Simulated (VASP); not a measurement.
# Li (C2/c) in VASP: notebook

Runs on Li. Level: PBE. Tasks: single point.

All numbers are computed with VASP 6.6.1; they aren't measurements. Logs are shortened: lines on timing, memory, paths and dates and some standing lists are left out, and cuts for length are marked.

### Step 1. The cell of the first run

Symmetry: C2/c, No. 15, monoclinic system. Conventional cell: a = 2.949 Å, b = 10.155 Å, c = 3.072 Å, α = 90.00°, β = 118.36°, γ = 90.00°. Li (site symmetry 2) has 14 Li at 2.95 to 3.63 Å within 3.9 Å.

### Step 2. Single point, PBE

File INCAR:

```
SYSTEM = Li
PREC     = Accurate       ! precision mode
ENCUT    = 520            ! plane-wave cutoff, eV
EDIFF    = 1E-6           ! SCF threshold, eV
ISMEAR   = 0              ! smearing method
SIGMA    = 0.1            ! smearing width, eV
LREAL    = .FALSE.        ! projectors in reciprocal space
LASPH    = .TRUE.         ! aspherical terms in the spheres
NELM     = 100            ! most SCF steps
ALGO     = Normal         ! electronic algorithm
ISIF     = 2              ! what is computed and relaxed
LWAVE    = .FALSE.        ! write WAVECAR
LCHARG   = .TRUE.         ! write CHGCAR
GGA      = PE             ! functional
LELF     = .TRUE.         ! ELF
LVHAR    = .TRUE.       
NBANDS   = 10             ! bands
```

File KPOINTS:

```
Automatic mesh
0
G
  22 22 20
  0 0 0
```

File POSCAR:

```
Li
1.0
    1.4422949395     -5.0776242860     -0.3061357688
    1.4422949395      5.0776242860     -0.3061357688
   -0.8662935408      0.0000000000      2.9475786628
Li
2
Direct
    0.8749321554      0.1250678446      0.2500000000
    0.1250678446      0.8749321554      0.7500000000
```

Potentials or basis: VASP PAW PBE potentials, release 64 (Li_sv).

Command:

```bash
cat potpaw_PBE.64/Li_sv/POTCAR > POTCAR
mpirun -np 1 vasp_std > vasp.out
```

OUTCAR:

```text
SYSTEM = Li
   PREC = Accurate
   ENCUT = 520
   EDIFF = 1E-6
   ISMEAR = 0
   LREAL = .FALSE.
   LASPH = .TRUE.
   NELM = 100
   ISIF = 2
   GGA = PE

 ion  position               nearest neighbor table
   1  0.875  0.125  0.250-
   2  0.125  0.875  0.750-

  LATTYP: Found a base centered monoclinic cell.
 ALAT       =     2.9488532018
 B/A-ratio  =     3.4437959020
 C/A-ratio  =     1.0418437262
 COS(beta)  =    -0.4750343773

  Lattice vectors:

 A1 = (   1.4422949395,  -5.0776242860,  -0.3061357688)
 A2 = (   1.4422949395,   5.0776242860,  -0.3061357688)
 A3 = (  -0.8662935408,   0.0000000000,   2.9475786628)

Analysis of symmetry for initial positions (statically):
=====================================================================
 Subroutine PRICEL returns:
 Original cell was already a primitive cell.

 Routine SETGRP: Setting up the symmetry group for a
 base centered monoclinic supercell.

 Subroutine GETGRP returns: Found  4 space group operations
 (whereof  2 operations were pure point group operations)
 out of a pool of  4 trial point group operations.

The static configuration has the point symmetry S_2 .
 The point group associated with its full space group is C_2h.

Analysis of symmetry for dynamics (positions and initial velocities):
=====================================================================
 Subroutine PRICEL returns:
 Original cell was already a primitive cell.

 Routine SETGRP: Setting up the symmetry group for a
 base centered monoclinic supercell.

 Subroutine GETGRP returns: Found  4 space group operations
 (whereof  2 operations were pure point group operations)
 out of a pool of  4 trial point group operations.

The dynamic configuration has the point symmetry S_2 .
 The point group associated with its full space group is C_2h.

 Subroutine INISYM returns: Found  4 space group operations
 (whereof  2 operations are pure point group operations),
 and found     1 'primitive' translations

----------------------------------------------------------------------------------------

                                     Primitive cell

  volume of cell :      40.4796

  direct lattice vectors                    reciprocal lattice vectors
     1.442294939 -5.077624286 -0.306135769     0.369734531 -0.098471248  0.108665000
     1.442294939  5.077624286 -0.306135769     0.369734531  0.098471248  0.108665000
[... 91 lines left out ...]
   ISIF   =      2    stress and relaxation
   ISYM   =      2    0-nonsym 1-usesym 2-fastsym
   POTIM  = 0.5000    time-step for ionic-motion
   TEBEG  =    0.0;   TEEND  =   0.0 temperature during run
   PSTRESS=    0.0 pullay stress
   NELECT =       6.0000    total number of electrons
   NUPDOWN=      -1.0000    fix difference up-down
   EMIN   =  10.00;   EMAX   =-10.00  energy-range for DOS
   EFERMI =   0.00;   METHOD = LEGACY
   ISMEAR =     0;   SIGMA  =   0.10  broadening in eV -4-tet -1-fermi 0-gaus
   EFERMI_NEDOS =   21; number of points for ismear=-14 and -15
   IALGO  =     38    algorithm
   IMIX   =      4    mixing-type and parameters
     AMIX     =   0.40;   BMIX     =  1.00
     AMIX_MAG =   1.60;   BMIX_MAG =  1.00
  volume/ion in A,a.u.               =      20.24       136.58
  Fermi-wavevector in a.u.,A,eV,Ry     =   0.866390  1.637239 10.212955  0.750631
  Thomas-Fermi vector in A             =   1.984772
   LORBIT       =      0    0 simple, 1 ext, 2 COOP (PROOUT), +10 PAW based schemes
   GGA     = PE    functional components
   LHFCALC =     F    Hartree Fock is set to
   AEXX    =    0.0000 exact exchange contribution
   IVDW    =     0    specifies the selected vdW correction
   LEPSILON=     F    determine dielectric tensor
   LRPA    =     F    only Hartree local field effects (RPA)
 non-spin polarized calculation
 Gauss-broadening in eV      SIGMA  =   0.10
  energy-cutoff  :      520.00
  volume of cell :       40.48
 maximum number of plane-waves:      1110
   NGX = 19   NGY = 19   NGZ = 11

 number of electron       6.0000003 magnetization

 Free energy of the ion-electron system (eV)
  ---------------------------------------------------
  ext. energy  EPLUGINS =         0.00000000
  ---------------------------------------------------
  free energy    TOTEN  =        -3.79711770 eV

  energy without entropy =       -3.79233923  energy(sigma->0) =       -3.79472847

 E-fermi :   0.6271     XC(G=0):  -7.0477

 val. band max:        0.6267776949   @ k =  -0.1818   0.0909   0.2000
 cond. band min:       0.6274250246   @ k =  -0.0455  -0.4545   0.4000
 fundamental gap:      0.0006473296
 Fermi energy:         0.6271127630

 k-point     1 :       0.0000    0.0000    0.0000
  band No.  band energies     occupation
      1     -45.9154      2.00000
      2     -45.8972      2.00000
      3      -2.9307      2.00000
      4       0.4738      1.96987
      5       3.3724      0.00000
      6      12.5520      0.00000
      7      14.6157      0.00000
      8      14.7217      0.00000
      9      14.7309      0.00000
     10      15.2867      0.00000
[... 287 lines left out ...]
 k-point    24 :      -0.4545    0.0455   -0.0000
  band No.  band energies     occupation
      1     -45.8971      2.00000
      2     -45.8889      2.00000
      3       0.0377      2.00000
      4       2.1647      0.00000
      5       4.1249      0.00000
      6       6.5366      0.00000
      7       8.1011      0.00000
      8       9.6753      0.00000
      9      10.9818      0.00000
     10      12.1141      0.00000

 [... further k-points ...]

------------------------ aborting loop because EDIFF is reached ----------------------------------------

  FORCE on cell =-STRESS in cart. coord.  units (eV):
  Direction    XX          YY          ZZ          XY          YZ          ZX
  --------------------------------------------------------------------------------------
  -------------------------------------------------------------------------------------
  Total       -0.0139116     -0.0155344     -0.0162994      0.0000000      0.0000000      0.0039755
  in kB       -0.5506196     -0.6148479     -0.6451298      0.0000000      0.0000000      0.1573517
  external PRESSURE =      -0.6035325 kB  Pullay stress =       0.0000000 kB

 VOLUME and BASIS-vectors are now :
 -----------------------------------------------------------------------------
  energy-cutoff  :      520.00
  volume of cell :       40.48
      direct lattice vectors                 reciprocal lattice vectors
     1.442294939 -5.077624286 -0.306135769     0.369734531 -0.098471248  0.108665000
     1.442294939  5.077624286 -0.306135769     0.369734531  0.098471248  0.108665000
    -0.866293541  0.000000000  2.947578663     0.076801319  0.000000000  0.361833426

 POSITION                                       TOTAL-FORCE (eV/Angst)
 -----------------------------------------------------------------------------------
      1.22572     -3.80753      0.43076        -0.000000      0.000607     -0.000000
      0.79257      3.80753      1.90455         0.000000     -0.000607      0.000000
 -----------------------------------------------------------------------------------
    total drift:                               -0.000000     -0.000000      0.000000

  FREE ENERGIE OF THE ION-ELECTRON SYSTEM (eV)
  ---------------------------------------------------
  free  energy   TOTEN  =        -3.7971177003 eV

  energy  without entropy=       -3.7923392315  energy(sigma->0) =       -3.79472847
```

OSZICAR:

```text
N       E                     dE             d eps       ncg     rms          rms(c)
DAV:   1     0.176760723236E+02    0.17676E+02   -0.31862E+03 50924   0.572E+02
DAV:   2    -0.109022612740E+01   -0.18766E+02   -0.18219E+02 64522   0.110E+02
DAV:   3    -0.374935834021E+01   -0.26591E+01   -0.26388E+01 84320   0.320E+01
DAV:   4    -0.379995286011E+01   -0.50595E-01   -0.50498E-01 66840   0.464E+00
DAV:   5    -0.380051447490E+01   -0.56161E-03   -0.56157E-03 67510   0.448E-01    0.311E-01
DAV:   6    -0.379821678735E+01    0.22977E-02   -0.71147E-04 87544   0.118E-01    0.177E-01
DAV:   7    -0.379711908184E+01    0.10977E-02   -0.13666E-03 92476   0.166E-01    0.389E-02
DAV:   8    -0.379711755336E+01    0.15285E-05   -0.28194E-05 58674   0.454E-02    0.242E-03
DAV:   9    -0.379711770027E+01   -0.14690E-06   -0.10754E-06 66638   0.100E-02
   1 F= -.37971177E+01 E0= -.37947285E+01  d E =-.477847E-02
```

stdout:

```text
POSCAR found type information on POSCAR Li
 POSCAR found :  1 types and       2 ions
 scaLAPACK will be used
 LDA part: xc-table for (Slater+PW92), standard interpolation
 POSCAR, INCAR and KPOINTS ok, starting setup
 FFT: planning ... GRIDC
 FFT: planning ... GRID_SOFT
 FFT: planning ... GRID
 WAVECAR not read
 entering main loop
```

Wall time 10 min (1 thread of Intel Xeon Platinum 8488C (Sapphire Rapids), shared host); peak memory 0.8 GiB.

What came out:

- Free energy: -3.7971 eV
- Band gap on the k mesh: zero (bands 3 and 4 overlap by 4.47 eV)

Caveat: the cutoff is under 1.25 times the usual one of these potentials, so pressure, stress and relaxed cells hold a basis-set (Pulay) error.

### Step 3. Single point, PBE

File INCAR:

```
SYSTEM = Li
ALGO = Normal
EDIFF = 1E-7
ENCUT = 520
GGA = PE
ISIF = 2
ISMEAR = 0
LASPH = .True.
LCHARG = .True.
LELF = .True.
LREAL = .False.
LVHAR = .True.
LWAVE = .False.
NBANDS = 10
NELM = 100
PREC = Accurate
SIGMA = 0.1
```

File KPOINTS:

```
k-points
0
Gamma
  20 20 16
  0 0 0
```

File POSCAR:

```
Li
1.0
    1.4400802194     -5.0755277820     -0.3140394971
    1.4400802194      5.0755277820     -0.3140394971
   -0.8784287521      0.0000000000      2.9602387626
Li
2
Direct
    0.8750529001      0.1249470999      0.2500000000
    0.1249470999      0.8750529001      0.7500000000
```

Potentials or basis: VASP PAW PBE potentials, release 64 (Li_sv).

Command:

```bash
cat potpaw_PBE.64/Li_sv/POTCAR > POTCAR
mpirun -np 1 vasp_std > vasp.out
```

It took 8.9 min on 1 thread of Intel Xeon Platinum 8488C (Sapphire Rapids), shared host; peak memory 0.58 GiB.

Results (log left out):

```yaml
Free_energy: -3.7975 eV
Band_gap_on_the_k_mesh: zero (bands 3 and 4 overlap by 4.23 eV)
```

Levels at points of the mesh, in eV from the Fermi level:
| k point | band 1 | band 2 | band 3 | band 4 | band 5 | band 6 |
| --- | --- | --- | --- | --- | --- | --- |
| (0.00, 0.00, 0.00) | -46.54 | -46.53 | -3.56 | -0.15 | 2.75 | 11.91 |
| (0.50, 0.00, 0.00) | -46.52 | -46.52 | 0.18 | 1.68 | 3.26 | 4.96 |
| (0.50, 0.50, 0.00) | -46.54 | -46.54 | -2.48 | -2.48 | 7.60 | 7.60 |
| (0.00, 0.00, 0.50) | -46.52 | -46.52 | 0.21 | 0.21 | 4.87 | 4.87 |
| (0.50, 0.00, 0.50) | -46.52 | -46.52 | 0.15 | 1.64 | 3.21 | 4.91 |
| (0.50, 0.50, 0.50) | -46.52 | -46.52 | 0.40 | 0.40 | 3.47 | 3.47 |

Caveat: the cutoff is under 1.25 times the usual one of these potentials, so pressure, stress and relaxed cells hold a basis-set (Pulay) error.
